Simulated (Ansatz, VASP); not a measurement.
**Two plane-wave programs on P**

```
P
1.0
     3.32283    0.00000    0.00000
     0.00000    4.16484    0.00000
     0.00000    0.00000   27.36339
P
12
Direct
  0.00000 0.57295 0.27437
  0.50000 0.92705 0.27437
  0.50000 0.07187 0.35352
  0.00000 0.42813 0.35352
  0.50000 0.57219 0.46032
  0.00000 0.92781 0.46032
  0.00000 0.07219 0.53966
  0.50000 0.42781 0.53966
  0.00000 0.57187 0.64649
  0.50000 0.92813 0.64649
  0.50000 0.07295 0.72564
  0.00000 0.42705 0.72564
```

Alike in both runs: functional PBE; dispersion D3(BJ); k mesh 10 × 8 × 1; occupations gaussian, width 0.1 eV; no spin polarisation.

Ansatz relaxed the structure, and its values are those at the end. VASP's run is a single point on that final structure, the one shown.

|  | VASP | Ansatz |
| --- | --- | --- |
| version | VASP 6.6.1 | Ansatz 0.2.0 |
| potentials or method | VASP PAW PBE potentials, release 64 (P), cutoff 520 eV | scalar-relativistic, plane waves, PAW |
| valence electrons in the cell | 60 | 60 |

```tsv
	VASP	Ansatz	Ansatz less VASP
gap on the k mesh at the Fermi level (eV)	0.12	0.14	+0.020
least direct gap on the mesh (eV)	0.12	0.14	+0.020
rms of the force components (eV/Å)	0.035	0.004	-0.0315
```
